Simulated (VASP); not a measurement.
Set up this calculation in VASP 6.6.1, as the native input.

| Quantity | Value |
| --- | --- |
| Task | relaxation of cell and atoms |
| Functional | PBE |
| Potentials or basis | VASP PAW PBE potentials, release 64 (Ta_pv, Mo_sv) |
| Cutoff | 600 eV |
| k mesh | 4 × 4 × 4 |
| Occupations | gaussian, width 0.1 eV |
| Spin | no spin polarisation |
| Dipole correction | no |
| Further INCAR settings | ALGO = Normal; EDIFF = 1e-06; IBRION = 2; EDIFFG = -0.04; NSW = 90; ISIF = 3 |

The structure of TaMo4 lies in POSCAR:

```
TaMo4
1.0
    4.9517724500      0.0000000000      0.0000000000
    0.0000000000      4.9517724500      0.0000000000
    0.0000000000      0.0000000000      4.2667939600
Ta Mo
1 4
Direct
    0.0000000000      0.0000000000      0.5000000000
    0.2560324900      0.5000000000      0.5000000000
    0.7439675100      0.5000000000      0.5000000000
    0.5000000000      0.7439675100      0.5000000000
    0.5000000000      0.2560324900      0.5000000000
```

The cell was built from a structure type or drawn by symmetry, and may not be a known phase.

One way to write it, as run:

INCAR

```
SYSTEM = TaMo4
ALGO = Normal ; EDIFF = 1E-6
EDIFFG = -0.04 ; ENCUT = 600
GGA = PE ; IBRION = 2
ISIF = 3 ; ISMEAR = 0
LASPH = .True. ; LCHARG = .False.
LREAL = .False. ; LWAVE = .False.
NELM = 100 ; NSW = 90
PREC = Accurate ; SIGMA = 0.1
```

KPOINTS

```
k-points
0
Gamma
  4 4 4
  0 0 0
```

Potentials or basis: VASP PAW PBE potentials, release 64 (Ta_pv, Mo_sv).

Command:

```sh
$ cat potpaw_PBE.64/Ta_pv/POTCAR potpaw_PBE.64/Mo_sv/POTCAR > POTCAR
$ mpirun -np 1 vasp_std > vasp.out
```

It gave:

* Relaxed volume: 18.78 Å³/atom
* Relaxed cell: a = 5.935 Å, b = 5.935 Å, c = 2.666 Å, α = 90.00°, β = 90.00°, γ = 90.00°
* Space group after relaxing (to 0.1 Å): P4/mmm (No. 123)
* Pressure after relaxing: 0.0 GPa
* Largest force after relaxing: 0.018 eV/Å
* Band gap on the k mesh: zero (an odd number of electrons rules out a gap without spin polarisation)

Caveat: the k points lie up to 0.59 Å⁻¹ apart in the final cell, too coarse for converged energies and pressures of a metal; a cell axis changed by over 15 % at a fixed basis, so the end point is rough; spin-orbit coupling is left out, which moves the levels of the heavy elements.

Run time: 28 min on 1 thread of Intel(R) Xeon(R) 6975P-C (Granite Rapids), with other jobs on the host, peak memory 0.29 GiB.
